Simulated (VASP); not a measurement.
# LiY3 (I4/mmm) in VASP: single point with PBEsol

Aim: the single point of LiY3 with PBEsol.

Everything below comes from runs of VASP 6.6.1. Logs are shortened: lines on timing, memory, paths and dates and some standing lists are left out, and cuts for length are marked.

**1. The cell of the first run**

It takes space group I4/mmm (No. 139, tetragonal). Conventional cell: a = 4.734 Å, b = 4.734 Å, c = 10.653 Å, α = 90.00°, β = 90.00°, γ = 90.00°. Within 4.4 Å of Li (site symmetry 4/mmm) lie 12 Y at 3.35 to 3.56 Å. Y (site symmetry -4m2) has 8 Y at 3.35 to 3.56 Å and 4 Li at 3.56 Å within 4.4 Å. Y (site symmetry 4/mmm) has 4 Li at 3.35 Å and 8 Y at 3.56 Å within 4.4 Å.

**2. Single point, PBEsol**

File INCAR:

```
SYSTEM = LiY3
PREC = Accurate ; ENCUT = 520
EDIFF = 1E-6 ; ISMEAR = -1
SIGMA = 0.1 ; LREAL = .False.
LASPH = .True. ; NELM = 80
ALGO = Normal ; ISIF = 2
LWAVE = .False. ; LCHARG = .True.
GGA = PS ; LELF = .True.
LVHAR = .True. ; NBANDS = 26
```

File KPOINTS:

```
Automatic mesh
0
Gamma
  7 7 7
  0 0 0
```

File POSCAR:

```
LiY3
1.0
   -2.3671900000      2.3671900000      5.3266430000
    2.3671900000     -2.3671900000      5.3266430000
    2.3671900000      2.3671900000     -5.3266430000
Li Y
1 3
Direct
    0.0000000000      0.0000000000      0.0000000000
    0.7500000000      0.2500000000      0.5000000000
    0.2500000000      0.7500000000      0.5000000000
    0.5000000000      0.5000000000      0.0000000000
```

Potentials or basis: VASP PAW PBE potentials, release 64 (Li_sv, Y_sv).

Launch:

```bash
> cat potpaw_PBE.64/Li_sv/POTCAR potpaw_PBE.64/Y_sv/POTCAR > POTCAR
> mpirun -np 1 vasp_std > vasp.out
```

OUTCAR:

```text
SYSTEM = LiY3
   PREC = Accurate
   ENCUT = 520
   EDIFF = 1E-6
   ISMEAR = -1
   LREAL = .False.
   LASPH = .True.
   NELM = 80
   ISIF = 2
   GGA = PS

 ion  position               nearest neighbor table
   1  0.000  0.000  0.000-   4 3.35   4 3.35   4 3.35   4 3.35
   2  0.750  0.250  0.500-   3 3.35   3 3.35   3 3.35   3 3.35   4 3.56   4 3.56   4 3.56   4 3.56

   3  0.250  0.750  0.500-   2 3.35   2 3.35   2 3.35   2 3.35   4 3.56   4 3.56   4 3.56   4 3.56

   4  0.500  0.500  0.000-   1 3.35   1 3.35   1 3.35   1 3.35   3 3.56   2 3.56   3 3.56   2 3.56
                             3 3.56   3 3.56   2 3.56   2 3.56

  LATTYP: Found a body centered tetragonal cell.
 ALAT       =     4.7343800000
 C/A-ratio  =     2.2501966467

  Lattice vectors:

 A1 = (  -2.3671900000,   2.3671900000,   5.3266430000)
 A2 = (   2.3671900000,  -2.3671900000,   5.3266430000)
 A3 = (   2.3671900000,   2.3671900000,  -5.3266430000)

Analysis of symmetry for initial positions (statically):
=====================================================================
 Subroutine PRICEL returns:
 Original cell was already a primitive cell.

 Routine SETGRP: Setting up the symmetry group for a
 body centered tetragonal supercell.

 Subroutine GETGRP returns: Found 16 space group operations
 (whereof 16 operations were pure point group operations)
 out of a pool of 16 trial point group operations.

The static configuration has the point symmetry D_4h.

Analysis of symmetry for dynamics (positions and initial velocities):
=====================================================================
 Subroutine PRICEL returns:
 Original cell was already a primitive cell.

 Routine SETGRP: Setting up the symmetry group for a
 body centered tetragonal supercell.

 Subroutine GETGRP returns: Found 16 space group operations
 (whereof 16 operations were pure point group operations)
 out of a pool of 16 trial point group operations.

The dynamic configuration has the point symmetry D_4h.

 Subroutine INISYM returns: Found 16 space group operations
 (whereof 16 operations are pure point group operations),
 and found     1 'primitive' translations

----------------------------------------------------------------------------------------

                                     Primitive cell

  volume of cell :     119.3933

  direct lattice vectors                    reciprocal lattice vectors
    -2.367190000  2.367190000  5.326643000     0.000000000  0.211220899  0.093867751
     2.367190000 -2.367190000  5.326643000     0.211220899  0.000000000  0.093867751
     2.367190000  2.367190000 -5.326643000     0.211220899  0.211220899  0.000000000

  length of vectors
     6.291287836  6.291287836  6.291287836     0.231139401  0.231139401  0.298711460

  position of ions in fractional coordinates (direct lattice)
     0.000000000  0.000000000  0.000000000
     0.750000000  0.250000000  0.500000000
     0.250000000  0.750000000  0.500000000
     0.500000000  0.500000000  0.000000000

  ion indices of the primitive-cell ions
   primitive index   ion index
                 1           1
                 2           2
                 3           3
                 4           4

----------------------------------------------------------------------------------------

 KPOINTS: Automatic mesh

Automatic generation of k-mesh.
 Grid dimensions read from file:
 generate k-points for:    7    7    7

 Generating k-lattice:

  Cartesian coordinates                     Fractional coordinates (reciprocal lattice)
     0.000000000  0.030174414  0.013409679     0.142857143 -0.000000000  0.000000000
     0.030174414  0.000000000  0.013409679    -0.000000000  0.142857143  0.000000000
     0.030174414  0.030174414  0.000000000     0.000000000  0.000000000  0.142857143

  Length of vectors
     0.033019914  0.033019914  0.042673066

  Shift w.r.t. Gamma in fractional coordinates (k-lattice)
     0.000000000  0.000000000  0.000000000

 Subroutine IBZKPT returns following result:
 ===========================================

 Found     40 irreducible k-points:

 Following reciprocal coordinates:
            Coordinates               Weight
  0.000000  0.000000  0.000000      1.000000
  0.142857  0.000000  0.000000      8.000000
  0.285714  0.000000  0.000000      8.000000
  0.428571  0.000000  0.000000      8.000000
  0.142857  0.142857  0.000000      8.000000
  0.285714  0.142857 -0.000000     16.000000
[... 16 lines left out ...]
 -0.142857  0.285714  0.142857      8.000000
 -0.428571  0.428571  0.142857      8.000000
 [... further k-points ...]
   k-points           NKPTS =     40   k-points in BZ     NKDIM =     40   number of bands    NBANDS=     26
   number of dos      NEDOS =    301   number of ions     NIONS =      4
   total plane-waves  NPLWV = 110592
   dimension x,y,z NGX =    48 NGY =   48 NGZ =   48
   dimension x,y,z NGXF=    96 NGYF=   96 NGZF=   96
   ions per type =               1   3
   NGX,Y,Z   is equivalent  to a cutoff of  12.68, 12.68, 12.68 a.u.
   NGXF,Y,Z  is equivalent  to a cutoff of  25.37, 25.37, 25.37 a.u.
 SYSTEM =  LiY3
   PREC   = accura    normal or accurate (medium, high low for compatibility)
   ISTART =      0    job   : 0-new  1-cont  2-samecut
   ICHARG =      2    charge: 1-file 2-atom 10-const
   ISPIN  =      1    spin polarized calculation?
   LNONCOLLINEAR =      F non collinear calculations
   LSORBIT =      F    spin-orbit coupling
   LASPH  =      T    aspherical Exc in radial PAW
   ENCUT  =  520.0 eV  38.22 Ry    6.18 a.u.  11.70 11.70 11.70*2*pi/ulx,y,z
   NELM   =     80;   NELMIN=  2; NELMDL= -5     # of ELM steps
   EDIFF  = 0.1E-05   stopping-criterion for ELM
   LREAL  =      F    real-space projection
   EDIFFG = 0.1E-04   stopping-criterion for IOM
   NSW    =      0    number of steps for IOM
   IBRION =     -1    ionic relax: 0-MD 1-quasi-New 2-CG
   NFREE  =      0    steps in history (QN), initial steepest desc. (CG)
   ISIF   =      2    stress and relaxation
   ISYM   =      2    0-nonsym 1-usesym 2-fastsym
   POTIM  = 0.5000    time-step for ionic-motion
   TEBEG  =    0.0;   TEEND  =   0.0 temperature during run
   PSTRESS=    0.0 pullay stress
   NELECT =      36.0000    total number of electrons
   NUPDOWN=      -1.0000    fix difference up-down
   EMIN   =  10.00;   EMAX   =-10.00  energy-range for DOS
   EFERMI =   0.00;   METHOD = LEGACY
   ISMEAR =    -1;   SIGMA  =   0.10  broadening in eV -4-tet -1-fermi 0-gaus
   EFERMI_NEDOS =   21; number of points for ismear=-14 and -15
   IALGO  =     38    algorithm
   IMIX   =      4    mixing-type and parameters
     AMIX     =   0.40;   BMIX     =  1.00
     AMIX_MAG =   1.60;   BMIX_MAG =  1.00
  volume/ion in A,a.u.               =      29.85       201.43
  Fermi-wavevector in a.u.,A,eV,Ry     =   1.097781  2.074505 16.396697  1.205123
  Thomas-Fermi vector in A             =   2.234147
   LORBIT       =      0    0 simple, 1 ext, 2 COOP (PROOUT), +10 PAW based schemes
   GGA     = PS    functional components
   LHFCALC =     F    Hartree Fock is set to
   AEXX    =    0.0000 exact exchange contribution
   IVDW    =     0    specifies the selected vdW correction
   LEPSILON=     F    determine dielectric tensor
   LRPA    =     F    only Hartree local field effects (RPA)
 non-spin polarized calculation
  energy-cutoff  :      520.00
  volume of cell :      119.39
 maximum number of plane-waves:      3224
   NGX = 23   NGY = 23   NGZ = 23

 number of electron      35.9999996 magnetization

 Free energy of the ion-electron system (eV)
  ---------------------------------------------------
  ext. energy  EPLUGINS =         0.00000000
  ---------------------------------------------------
  free energy    TOTEN  =       -21.71045744 eV

  energy without entropy =      -21.48612864  energy(sigma->0) =      -21.59829304

 E-fermi :   2.4344     XC(G=0):  -9.0870

 val. band max:        2.4329931975   @ k =   0.1429   0.1429   0.1429
 cond. band min:       2.4344156145   @ k =  -0.2857   0.2857   0.2857
 fundamental gap:      0.0014224169
 Fermi energy:         2.4344147695

 k-point     1 :       0.0000    0.0000    0.0000
  band No.  band energies     occupation
      1     -42.6638      2.00000
      2     -40.3138      2.00000
      3     -40.1878      2.00000
      4     -40.0982      2.00000
      5     -20.4671      2.00000
      6     -20.4220      2.00000
[... 18 lines left out ...]
     25       5.2397      0.00000
     26       5.2466      0.00000

 k-point     2 :       0.1429    0.0000    0.0000
  band No.  band energies     occupation
      1     -42.6638      2.00000
      2     -40.3122      2.00000
      3     -40.1844      2.00000
      4     -40.1030      2.00000
      5     -20.4712      2.00000
      6     -20.4062      2.00000
[... 18 lines left out ...]
     25       5.3074      0.00000
     26       5.5108      0.00000

 k-point     3 :       0.2857    0.0000    0.0000
  band No.  band energies     occupation
      1     -42.6637      2.00000
      2     -40.3088      2.00000
      3     -40.1739      2.00000
      4     -40.1166      2.00000
      5     -20.4489      2.00000
      6     -20.3899      2.00000
[... 18 lines left out ...]
     25       5.3724      0.00000
     26       5.7914      0.00000

 k-point     4 :       0.4286    0.0000    0.0000
  band No.  band energies     occupation
      1     -42.6637      2.00000
      2     -40.3063      2.00000
      3     -40.1568      2.00000
      4     -40.1360      2.00000
      5     -20.4245      2.00000
      6     -20.3785      2.00000
[... 18 lines left out ...]
     25       5.1685      0.00000
     26       5.2265      0.00000

 k-point     5 :       0.1429    0.1429    0.0000
  band No.  band energies     occupation
      1     -42.6637      2.00000
      2     -40.3102      2.00000
      3     -40.1818      2.00000
      4     -40.1074      2.00000
      5     -20.4866      2.00000
      6     -20.4073      2.00000
[... 18 lines left out ...]
     25       5.5158      0.00000
     26       5.7780      0.00000

 k-point     6 :       0.2857    0.1429   -0.0000
  band No.  band energies     occupation
      1     -42.6637      2.00000
      2     -40.3072      2.00000
      3     -40.1723      2.00000
      4     -40.1196      2.00000
      5     -20.4824      2.00000
      6     -20.4092      2.00000
[... 427 lines left out ...]
 k-point    21 :       0.4286    0.2857    0.1429
  band No.  band energies     occupation
      1     -42.6637      2.00000
      2     -40.3041      2.00000
      3     -40.1491      2.00000
      4     -40.1445      2.00000
      5     -20.5805      2.00000
      6     -20.4782      2.00000
[... 18 lines left out ...]
     25       5.1080      0.00000
     26       5.4266      0.00000

 k-point    22 :      -0.2857    0.2857    0.1429
  band No.  band energies     occupation
      1     -42.6637      2.00000
      2     -40.3065      2.00000
      3     -40.1550      2.00000
      4     -40.1374      2.00000
      5     -20.4716      2.00000
      6     -20.4026      2.00000
[... 18 lines left out ...]
     25       5.1588      0.00000
     26       5.4574      0.00000

 k-point    23 :      -0.1429    0.2857    0.1429
  band No.  band energies     occupation
      1     -42.6637      2.00000
      2     -40.3069      2.00000
      3     -40.1559      2.00000
      4     -40.1364      2.00000
      5     -20.4253      2.00000
      6     -20.3897      2.00000
[... 18 lines left out ...]
     25       5.0582      0.00000
     26       5.2544      0.00000

 k-point    24 :      -0.4286    0.4286    0.1429
  band No.  band energies     occupation
      1     -42.6637      2.00000
      2     -40.3043      2.00000
      3     -40.1540      2.00000
      4     -40.1400      2.00000
      5     -20.4961      2.00000
      6     -20.4835      2.00000
[... 18 lines left out ...]
     25       5.1872      0.00000
     26       5.6077      0.00000

 [... further k-points ...]

------------------------ aborting loop because EDIFF is reached ----------------------------------------

  FORCE on cell =-STRESS in cart. coord.  units (eV):
  Direction    XX          YY          ZZ          XY          YZ          ZX
  --------------------------------------------------------------------------------------
  -------------------------------------------------------------------------------------
  Total       -0.9293109     -0.9293109     -1.3720907      0.0000000      0.0000000      0.0000000
  in kB      -12.4707280    -12.4707280    -18.4125346      0.0000000      0.0000000      0.0000000
  external PRESSURE =     -14.4513302 kB  Pullay stress =       0.0000000 kB

 VOLUME and BASIS-vectors are now :
 -----------------------------------------------------------------------------
  energy-cutoff  :      520.00
  volume of cell :      119.39
      direct lattice vectors                 reciprocal lattice vectors
    -2.367190000  2.367190000  5.326643000     0.000000000  0.211220899  0.093867751
     2.367190000 -2.367190000  5.326643000     0.211220899  0.000000000  0.093867751
     2.367190000  2.367190000 -5.326643000     0.211220899  0.211220899  0.000000000

 POSITION                                       TOTAL-FORCE (eV/Angst)
 -----------------------------------------------------------------------------------
      0.00000      0.00000      0.00000        -0.000000      0.000000      0.000000
      0.00000      2.36719      2.66332         0.000000     -0.000000     -0.000000
      2.36719      0.00000      2.66332        -0.000000      0.000000      0.000000
      0.00000      0.00000      5.32664        -0.000000      0.000000      0.000000
 -----------------------------------------------------------------------------------
    total drift:                                0.000000     -0.000000      0.000000

  FREE ENERGIE OF THE ION-ELECTRON SYSTEM (eV)
  ---------------------------------------------------
  free  energy   TOTEN  =       -21.7104574412 eV

  energy  without entropy=      -21.4861286352  energy(sigma->0) =      -21.59829304
```

Run time: 2.4 min. Hardware: 1 thread of Intel Xeon Platinum 8488C (Sapphire Rapids), shared host; peak memory 0.39 GiB.

Results:

```yaml
Free_energy: -21.7105 eV
Band_gap_on_the_k_mesh: zero (band 18 reaches 2.65 eV, above the bottom of band 19 at 2.20 eV)
```

Caveat: the cutoff is under 1.25 times the usual one of these potentials, so pressure, stress and relaxed cells hold a basis-set (Pulay) error; the PAW data sets were made with another functional, which shifts forces and pressure a little.
